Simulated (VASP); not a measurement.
# CaF2 (Fm-3m) in VASP: further runs

CaF2 is run at these levels: LDA, revPBE; tasks: single point, relaxation of cell and atoms.

Program: VASP 6.6.1. These are calculated values, not measurements. Logs are shortened: lines on timing, memory, paths and dates and some standing lists are left out, and cuts for length are marked.

### 1 The cell of the first run

It takes space group Fm-3m (No. 225, cubic). Conventional cell: a = 5.195 Å, b = 5.195 Å, c = 5.195 Å, α = 90.00°, β = 90.00°, γ = 90.00°. Within 3.0 Å of Ca (site symmetry m-3m) lie 8 F at 2.25 Å. F (site symmetry -43m) has 4 Ca at 2.25 Å and 6 F at 2.60 Å within 3.0 Å.

### 2 Single point, LDA

The input, INCAR:

```
ALGO = Normal
EDIFF = 1E-6
ENCUT = 600
GGA = CA
GGA_COMPAT = F
ISIF = 2
ISMEAR = 0
LASPH = T
LCHARG = F
LREAL = F
LWAVE = F
NBANDS = 19
NELM = 120
PREC = Accurate
SIGMA = 0.01
```

The input, KPOINTS:

```
k-points
0
Gamma
  8 8 8
```

The input, POSCAR:

```
CaF2
1.0
    0.0000000000      2.5973626651      2.5973626651
    2.5973626651      0.0000000000      2.5973626651
    2.5973626651      2.5973626651      0.0000000000
Ca F
1 2
Direct
    0.0000000000      0.0000000000      0.0000000000
    0.2500000000      0.2500000000      0.2500000000
    0.7500000000      0.7500000000      0.7500000000
```

Potentials or basis: VASP PAW LDA potentials, release 64 (Ca_sv, F).

Started as:

```
$ cat potpaw_LDA.64/Ca_sv/POTCAR potpaw_LDA.64/F/POTCAR > POTCAR
$ mpirun -np 1 vasp_std > vasp.out
```

OUTCAR:

```text
EDIFF = 1E-6
   ENCUT = 600
   GGA = CA
   ISIF = 2
   ISMEAR = 0
   LASPH = T
   LREAL = F
   NELM = 120
   PREC = Accurate

 ion  position               nearest neighbor table
   1  0.000  0.000  0.000-   3 2.25   3 2.25   3 2.25   2 2.25   2 2.25   2 2.25   3 2.25   2 2.25

   2  0.250  0.250  0.250-   1 2.25   1 2.25   1 2.25   1 2.25
   3  0.750  0.750  0.750-   1 2.25   1 2.25   1 2.25   1 2.25

  LATTYP: Found a face centered cubic cell.
 ALAT       =     5.1947253302

  Lattice vectors:

 A1 = (   0.0000000000,   2.5973626651,   2.5973626651)
 A2 = (   2.5973626651,   0.0000000000,   2.5973626651)
 A3 = (   2.5973626651,   2.5973626651,   0.0000000000)

Analysis of symmetry for initial positions (statically):
=====================================================================
 Subroutine PRICEL returns:
 Original cell was already a primitive cell.

 Routine SETGRP: Setting up the symmetry group for a
 face centered cubic supercell.

 Subroutine GETGRP returns: Found 48 space group operations
 (whereof 48 operations were pure point group operations)
 out of a pool of 48 trial point group operations.

The static configuration has the point symmetry O_h .

Analysis of symmetry for dynamics (positions and initial velocities):
=====================================================================
 Subroutine PRICEL returns:
 Original cell was already a primitive cell.

 Routine SETGRP: Setting up the symmetry group for a
 face centered cubic supercell.

 Subroutine GETGRP returns: Found 48 space group operations
 (whereof 48 operations were pure point group operations)
 out of a pool of 48 trial point group operations.

The dynamic configuration has the point symmetry O_h .

 Subroutine INISYM returns: Found 48 space group operations
 (whereof 48 operations are pure point group operations),
 and found     1 'primitive' translations

----------------------------------------------------------------------------------------

                                     Primitive cell

  volume of cell :      35.0451

  direct lattice vectors                    reciprocal lattice vectors
     0.000000000  2.597362665  2.597362665    -0.192502960  0.192502960  0.192502960
     2.597362665  0.000000000  2.597362665     0.192502960 -0.192502960  0.192502960
     2.597362665  2.597362665  0.000000000     0.192502960  0.192502960 -0.192502960

  length of vectors
     3.673225507  3.673225507  3.673225507     0.333424907  0.333424907  0.333424907

  position of ions in fractional coordinates (direct lattice)
     0.000000000  0.000000000  0.000000000
     0.250000000  0.250000000  0.250000000
     0.750000000  0.750000000  0.750000000

  ion indices of the primitive-cell ions
   primitive index   ion index
                 1           1
                 2           2
                 3           3

----------------------------------------------------------------------------------------

 KPOINTS: k-points

Automatic generation of k-mesh.
 Grid dimensions read from file:
 generate k-points for:    8    8    8

 Generating k-lattice:

  Cartesian coordinates                     Fractional coordinates (reciprocal lattice)
    -0.024062870  0.024062870  0.024062870     0.125000000  0.000000000  0.000000000
     0.024062870 -0.024062870  0.024062870     0.000000000  0.125000000  0.000000000
     0.024062870  0.024062870 -0.024062870     0.000000000  0.000000000  0.125000000

  Length of vectors
     0.041678113  0.041678113  0.041678113

  Shift w.r.t. Gamma in fractional coordinates (k-lattice)
     0.000000000  0.000000000  0.000000000

 Subroutine IBZKPT returns following result:
 ===========================================

 Found     29 irreducible k-points:

 Following reciprocal coordinates:
            Coordinates               Weight
  0.000000  0.000000  0.000000      1.000000
  0.125000  0.000000  0.000000      8.000000
  0.250000  0.000000  0.000000      8.000000
  0.375000  0.000000  0.000000      8.000000
  0.500000  0.000000  0.000000      4.000000
  0.125000  0.125000  0.000000      6.000000
[... 16 lines left out ...]
  0.500000  0.250000  0.125000     48.000000
 -0.375000  0.250000  0.125000     24.000000
 [... further k-points ...]
   k-points           NKPTS =     29   k-points in BZ     NKDIM =     29   number of bands    NBANDS=     19
   number of dos      NEDOS =    301   number of ions     NIONS =      3
   total plane-waves  NPLWV =  27000
   dimension x,y,z NGX =    30 NGY =   30 NGZ =   30
   dimension x,y,z NGXF=    60 NGYF=   60 NGZF=   60
   ions per type =               1   2
   NGX,Y,Z   is equivalent  to a cutoff of  13.58, 13.58, 13.58 a.u.
   NGXF,Y,Z  is equivalent  to a cutoff of  27.16, 27.16, 27.16 a.u.
 SYSTEM =  unknown system
   PREC   = accura    normal or accurate (medium, high low for compatibility)
   ISTART =      0    job   : 0-new  1-cont  2-samecut
   ICHARG =      2    charge: 1-file 2-atom 10-const
   ISPIN  =      1    spin polarized calculation?
   LNONCOLLINEAR =      F non collinear calculations
   LSORBIT =      F    spin-orbit coupling
   LASPH  =      T    aspherical Exc in radial PAW
   ENCUT  =  600.0 eV  44.10 Ry    6.64 a.u.   7.34  7.34  7.34*2*pi/ulx,y,z
   NELM   =    120;   NELMIN=  2; NELMDL= -5     # of ELM steps
   EDIFF  = 0.1E-05   stopping-criterion for ELM
   LREAL  =      F    real-space projection
   EDIFFG = 0.1E-04   stopping-criterion for IOM
   NSW    =      0    number of steps for IOM
   IBRION =     -1    ionic relax: 0-MD 1-quasi-New 2-CG
   NFREE  =      0    steps in history (QN), initial steepest desc. (CG)
   ISIF   =      2    stress and relaxation
   ISYM   =      2    0-nonsym 1-usesym 2-fastsym
   POTIM  = 0.5000    time-step for ionic-motion
   TEBEG  =    0.0;   TEEND  =   0.0 temperature during run
   PSTRESS=    0.0 pullay stress
   NELECT =      24.0000    total number of electrons
   NUPDOWN=      -1.0000    fix difference up-down
   EMIN   =  10.00;   EMAX   =-10.00  energy-range for DOS
   EFERMI =   0.00;   METHOD = LEGACY
   ISMEAR =     0;   SIGMA  =   0.01  broadening in eV -4-tet -1-fermi 0-gaus
   EFERMI_NEDOS =   21; number of points for ismear=-14 and -15
   IALGO  =     38    algorithm
   IMIX   =      4    mixing-type and parameters
     AMIX     =   0.40;   BMIX     =  1.00
     AMIX_MAG =   1.60;   BMIX_MAG =  1.00
  volume/ion in A,a.u.               =      11.68        78.83
  Fermi-wavevector in a.u.,A,eV,Ry     =   1.443010  2.726893 28.331107  2.082278
  Thomas-Fermi vector in A             =   2.561466
   LORBIT       =      0    0 simple, 1 ext, 2 COOP (PROOUT), +10 PAW based schemes
   GGA     = CA    functional components
   LHFCALC =     F    Hartree Fock is set to
   AEXX    =    0.0000 exact exchange contribution
   IVDW    =     0    specifies the selected vdW correction
   LEPSILON=     F    determine dielectric tensor
   LRPA    =     F    only Hartree local field effects (RPA)
 non-spin polarized calculation
 Gauss-broadening in eV      SIGMA  =   0.01
  energy-cutoff  :      600.00
  volume of cell :       35.05
 maximum number of plane-waves:      1211
 NGX is ok and might be reduce to    30
   NGX = 15   NGY = 15   NGZ = 15

 number of electron      24.0000013 magnetization

 Free energy of the ion-electron system (eV)
  ---------------------------------------------------
  ext. energy  EPLUGINS =         0.00000000
  ---------------------------------------------------
  free energy    TOTEN  =       -18.92042245 eV

  energy without entropy =      -18.92042245  energy(sigma->0) =      -18.92042245

 E-fermi :  -0.3174     XC(G=0): -11.1458

 val. band max:       -0.4626809024   @ k =   0.5000   0.5000   0.0000
 cond. band min:       7.3677246867   @ k =   0.0000   0.0000   0.0000
 fundamental gap:      7.8304055891
 Fermi energy:        -0.3174342706

 k-point     1 :       0.0000    0.0000    0.0000
  band No.  band energies     occupation
      1     -35.2425      2.00000
      2     -20.3864      2.00000
      3     -19.3172      2.00000
      4     -16.4660      2.00000
      5     -16.4660      2.00000
      6     -16.4660      2.00000
[... 11 lines left out ...]
     18      11.9631      0.00000
     19      17.2950      0.00000

 k-point     2 :       0.1250    0.0000    0.0000
  band No.  band energies     occupation
      1     -35.2301      2.00000
      2     -20.4540      2.00000
      3     -19.3792      2.00000
      4     -16.4788      2.00000
      5     -16.4788      2.00000
      6     -16.3664      2.00000
[... 11 lines left out ...]
     18      11.9011      0.00000
     19      16.6237      0.00000

 k-point     3 :       0.2500    0.0000    0.0000
  band No.  band energies     occupation
      1     -35.2001      2.00000
      2     -20.5763      2.00000
      3     -19.5754      2.00000
      4     -16.5094      2.00000
      5     -16.5094      2.00000
      6     -16.1102      2.00000
[... 11 lines left out ...]
     18      11.7543      0.00000
     19      15.4341      0.00000

 k-point     4 :       0.3750    0.0000    0.0000
  band No.  band energies     occupation
      1     -35.1699      2.00000
      2     -20.6451      2.00000
      3     -19.8245      2.00000
      4     -16.5397      2.00000
      5     -16.5397      2.00000
      6     -15.8404      2.00000
[... 407 lines left out ...]
     18      11.8414      0.00000
     19      16.1163      0.00000

 k-point    23 :       0.5000    0.2500    0.1250
  band No.  band energies     occupation
      1     -35.1533      2.00000
      2     -20.6332      2.00000
      3     -20.0189      2.00000
      4     -16.5906      2.00000
      5     -16.3155      2.00000
      6     -15.8906      2.00000
[... 11 lines left out ...]
     18      12.4167      0.00000
     19      15.6174      0.00000

 k-point    24 :      -0.3750    0.2500    0.1250
  band No.  band energies     occupation
      1     -35.1432      2.00000
      2     -20.5552      2.00000
      3     -20.2141      2.00000
      4     -16.6058      2.00000
      5     -16.2438      2.00000
      6     -15.8607      2.00000
[... 11 lines left out ...]
     18      12.8482      0.00000
     19      15.3099      0.00000

 [... further k-points ...]

------------------------ aborting loop because EDIFF is reached ----------------------------------------

  FORCE on cell =-STRESS in cart. coord.  units (eV):
  Direction    XX          YY          ZZ          XY          YZ          ZX
  --------------------------------------------------------------------------------------
  -------------------------------------------------------------------------------------
  Total        2.1434856      2.1434856      2.1434856      0.0000000      0.0000000      0.0000000
  in kB       97.9948787     97.9948787     97.9948787      0.0000000      0.0000000      0.0000000
  external PRESSURE =      97.9948787 kB  Pullay stress =       0.0000000 kB

 VOLUME and BASIS-vectors are now :
 -----------------------------------------------------------------------------
  energy-cutoff  :      600.00
  volume of cell :       35.05
      direct lattice vectors                 reciprocal lattice vectors
     0.000000000  2.597362665  2.597362665    -0.192502960  0.192502960  0.192502960
     2.597362665  0.000000000  2.597362665     0.192502960 -0.192502960  0.192502960
     2.597362665  2.597362665  0.000000000     0.192502960  0.192502960 -0.192502960

 POSITION                                       TOTAL-FORCE (eV/Angst)
 -----------------------------------------------------------------------------------
      0.00000      0.00000      0.00000        -0.000000     -0.000000      0.000000
      1.29868      1.29868      1.29868         0.000000      0.000000      0.000000
      3.89604      3.89604      3.89604        -0.000000      0.000000     -0.000000
 -----------------------------------------------------------------------------------
    total drift:                                0.000000     -0.000000      0.000000

  FREE ENERGIE OF THE ION-ELECTRON SYSTEM (eV)
  ---------------------------------------------------
  free  energy   TOTEN  =       -18.9204224507 eV

  energy  without entropy=      -18.9204224507  energy(sigma->0) =      -18.92042245
```

Wall time 41 s (1 thread of Intel Xeon 8259CL, shared host); peak memory 0.16 GiB.

Results:

| Property | Result |
| --- | --- |
| Free energy | -18.9204 eV |
| Pressure | 9.8 GPa |
| Band gap on the k mesh | 7.83 eV (least direct gap 8.11 eV) |

Caveat: the cell stands under pressure. A k mesh can miss the band edges.

### 3 Single point, LDA

This run uses another cell than the first one, of 12.59 Å³/atom.

The input, INCAR:

```
PREC     = Accurate       # precision mode
ENCUT    = 600            # plane-wave cutoff, eV
EDIFF    = 1E-6           # SCF threshold, eV
ISMEAR   = 0              # smearing method
SIGMA    = 0.02           # smearing width, eV
LREAL    = F              # projectors in reciprocal space
LASPH    = T              # aspherical terms in the spheres
NELM     = 120            # most SCF steps
ALGO     = Normal         # electronic algorithm
ISIF     = 2              # what is computed and relaxed
LWAVE    = F              # write WAVECAR
LCHARG   = F              # write CHGCAR
GGA      = CA             # functional
NBANDS   = 19             # bands
GGA_COMPAT= F
```

The input, KPOINTS:

```
regular mesh
0
Gamma
  8 8 8
```

The input, POSCAR:

```
CaF2
1.0
    0.0000000000      2.6630866650      2.6630866650
    2.6630866650      0.0000000000      2.6630866650
    2.6630866650      2.6630866650      0.0000000000
Ca F
1 2
Direct
    0.0000000000      0.0000000000      0.0000000000
    0.2500000000      0.2500000000      0.2500000000
    0.7500000000      0.7500000000      0.7500000000
```

Potentials or basis: VASP PAW LDA potentials, release 64 (Ca_sv, F).

Started as:

```
$ cat potpaw_LDA.64/Ca_sv/POTCAR potpaw_LDA.64/F/POTCAR > POTCAR
$ mpirun -np 1 vasp_std > vasp.out
```

Run time: 53 s. Hardware: 1 thread of Intel Xeon 8259CL, shared host; peak memory 0.16 GiB.

The run converged. Its results:

* Free energy: -19.0110 eV
* Pressure: 0.5 GPa
* Band gap on the k mesh: 7.36 eV (least direct gap 7.63 eV)

Levels at points of the mesh, in eV from the valence-band top:
```csv
k point,band 9,band 10,band 11,band 12,band 13,band 14,band 15,band 16
"(0.00, 0.00, 0.00)",-2.43,-0.27,-0.27,-0.27,7.36,9.31,9.31,11.80
"(0.50, 0.00, 0.00)",-1.42,-1.37,-0.90,-0.90,9.57,9.57,10.15,10.67
"(0.50, 0.50, 0.00)",-1.78,-0.43,-0.43,0.00,8.06,9.86,10.41,11.34
```

### 4 Single point, LDA

This run uses another cell than the first one, of 12.59 Å³/atom.

The input, INCAR:

```
ALGO = Normal
EDIFF = 1E-6
ENCUT = 600
GGA = CA
GGA_COMPAT = F
ISIF = 2
ISMEAR = 0
LASPH = T
LCHARG = T
LELF = T
LREAL = F
LVHAR = T
LWAVE = F
NBANDS = 19
NELM = 120
PREC = Accurate
SIGMA = 0.01
```

The input, KPOINTS:

```
k-points
0
Gamma
  8 8 8
```

The input, POSCAR:

```
CaF2
1.0
    0.0000000000      2.6629890288      2.6629890288
    2.6629890288      0.0000000000      2.6629890288
    2.6629890288      2.6629890288      0.0000000000
Ca F
1 2
Direct
    0.0000000000      0.0000000000      0.0000000000
    0.2500000000      0.2500000000      0.2500000000
    0.7500000000      0.7500000000      0.7500000000
```

Potentials or basis: VASP PAW LDA potentials, release 64 (Ca_sv, F).

Started as:

```
$ cat potpaw_LDA.64/Ca_sv/POTCAR potpaw_LDA.64/F/POTCAR > POTCAR
$ mpirun -np 1 vasp_std > vasp.out
```

OUTCAR:

```text
EDIFF = 1E-6
   ENCUT = 600
   GGA = CA
   ISIF = 2
   ISMEAR = 0
   LASPH = T
   LREAL = F
   NELM = 120
   PREC = Accurate

 ion  position               nearest neighbor table
   1  0.000  0.000  0.000-   3 2.31   3 2.31   3 2.31   2 2.31   3 2.31   2 2.31   2 2.31   2 2.31

   2  0.250  0.250  0.250-   1 2.31   1 2.31   1 2.31   1 2.31
   3  0.750  0.750  0.750-   1 2.31   1 2.31   1 2.31   1 2.31

  LATTYP: Found a face centered cubic cell.
 ALAT       =     5.3259780576

  Lattice vectors:

 A1 = (   0.0000000000,   2.6629890288,   2.6629890288)
 A2 = (   2.6629890288,   0.0000000000,   2.6629890288)
 A3 = (   2.6629890288,   2.6629890288,   0.0000000000)

Analysis of symmetry for initial positions (statically):
=====================================================================
 Subroutine PRICEL returns:
 Original cell was already a primitive cell.

 Routine SETGRP: Setting up the symmetry group for a
 face centered cubic supercell.

 Subroutine GETGRP returns: Found 48 space group operations
 (whereof 48 operations were pure point group operations)
[... 162 lines left out ...]
  free energy    TOTEN  =       -19.01094830 eV

  energy without entropy =      -19.01094830  energy(sigma->0) =      -19.01094830

 E-fermi :  -0.8729     XC(G=0): -10.7558

 val. band max:       -0.9312826521   @ k =   0.5000   0.5000   0.0000
 cond. band min:       6.4260345632   @ k =   0.0000   0.0000   0.0000
 fundamental gap:      7.3573172153
 Fermi energy:        -0.8729067907

 k-point     1 :       0.0000    0.0000    0.0000
  band No.  band energies     occupation
      1     -36.0213      2.00000
      2     -20.6554      2.00000
      3     -19.7124      2.00000
      4     -17.2592      2.00000
      5     -17.2592      2.00000
      6     -17.2592      2.00000
[... 505 lines left out ...]
      6     -16.7355      2.00000
[... 11 lines left out ...]
     18      11.8427      0.00000
     19      13.8671      0.00000

 [... further k-points ...]

------------------------ aborting loop because EDIFF is reached ----------------------------------------

  FORCE on cell =-STRESS in cart. coord.  units (eV):
  Direction    XX          YY          ZZ          XY          YZ          ZX
  --------------------------------------------------------------------------------------
  -------------------------------------------------------------------------------------
  Total        0.1178340      0.1178340      0.1178340     -0.0000000     -0.0000000      0.0000000
  in kB        4.9985397      4.9985397      4.9985397     -0.0000000     -0.0000000      0.0000000
  external PRESSURE =       4.9985397 kB  Pullay stress =       0.0000000 kB

 VOLUME and BASIS-vectors are now :
 -----------------------------------------------------------------------------
  energy-cutoff  :      600.00
  volume of cell :       37.77
      direct lattice vectors                 reciprocal lattice vectors
     0.000000000  2.662989029  2.662989029    -0.187758941  0.187758941  0.187758941
     2.662989029  0.000000000  2.662989029     0.187758941 -0.187758941  0.187758941
     2.662989029  2.662989029  0.000000000     0.187758941  0.187758941 -0.187758941

 POSITION                                       TOTAL-FORCE (eV/Angst)
 -----------------------------------------------------------------------------------
      0.00000      0.00000      0.00000        -0.000000     -0.000000     -0.000000
      1.33149      1.33149      1.33149        -0.000000     -0.000000     -0.000000
      3.99448      3.99448      3.99448         0.000000      0.000000      0.000000
 -----------------------------------------------------------------------------------
    total drift:                                0.000000     -0.000000      0.000000

  FREE ENERGIE OF THE ION-ELECTRON SYSTEM (eV)
  ---------------------------------------------------
  free  energy   TOTEN  =       -19.0109482971 eV

  energy  without entropy=      -19.0109482971  energy(sigma->0) =      -19.01094830
```

It took 59 s on 1 thread of Intel Xeon 8259CL, shared host; peak memory 0.16 GiB.

Results:

* Free energy: -19.0109 eV
* Pressure: 0.5 GPa
* Band gap on the k mesh: 7.36 eV (least direct gap 7.63 eV)

Levels at points of the mesh, in eV from the valence-band top:
```tsv
k point	band 10	band 11	band 12	band 13	band 14	band 15
(0.00, 0.00, 0.00)	-0.27	-0.27	-0.27	7.36	9.31	9.31
(0.50, 0.00, 0.00)	-1.37	-0.90	-0.90	9.57	9.57	10.15
(0.50, 0.50, 0.00)	-0.43	-0.43	0.00	8.06	9.87	10.41
```

[end of part 1 of 2]
